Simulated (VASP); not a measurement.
Wanted: the native input for a VASP 6.6.1 run.

```yaml
Task: single point
Functional: PBEsol
Potentials_or_basis: VASP PAW PBE potentials, release 64 (Si, Ni)
Cutoff: 520 eV
k_mesh: 16 × 16 × 16
Occupations: gaussian, width 0.15 eV
Spin: no spin polarisation
Dipole_correction: no
Further_INCAR_settings: ALGO = Normal; EDIFF = 1e-06; NBANDS = 16
```

The structure of Si2Ni lies in POSCAR:

```
Si2Ni
1.0
    0.0000000000      2.7714541612      2.7714541612
    2.6957048548      0.0757493064      2.6957048548
    2.6957048548      2.6957048548      0.0757493064
Si Ni
2 1
Direct
    0.2500000000      0.2500000000      0.2500000000
    0.7500000000      0.7500000000      0.7500000000
    0.0000000000      0.0000000000      0.0000000000
```

This cell differs from its parent crystal: strain +0.0562 x Voigt [0, 0, 0, 1, 0, 0].

These files were run (other wordings do the same):

INCAR

```
PREC = Accurate
ENCUT = 520
EDIFF = 1E-6
ISMEAR = 0
SIGMA = 0.15
LREAL = F
LASPH = T
NELM = 60
ALGO = Normal
ISIF = 2
LWAVE = F
LCHARG = F
GGA = PS
NBANDS = 16
```

KPOINTS

```
Automatic mesh
0
Gamma
  16 16 16
```

Potentials or basis: VASP PAW PBE potentials, release 64 (Si, Ni).

Launch:

```console
$ cat potpaw_PBE.64/Si/POTCAR potpaw_PBE.64/Ni/POTCAR > POTCAR
$ mpirun -np 1 vasp_std > vasp.out
```

Results of the run:

```json
{"Pressure": "0.6 GPa", "Largest force": "0.431 eV/Å", "Band gap on the k mesh": "zero (bands 9 and 10 overlap by 2.17 eV)"}
```

Caveat: the cell differs from its parent crystal (strain +0.0562 x Voigt [0, 0, 0, 1, 0, 0]); the PAW data sets were made with another functional, which shifts forces and pressure a little.

Wall time 9.6 min on 1 thread of Intel Xeon 8259CL, with other jobs on the host, peak memory 0.47 GiB.
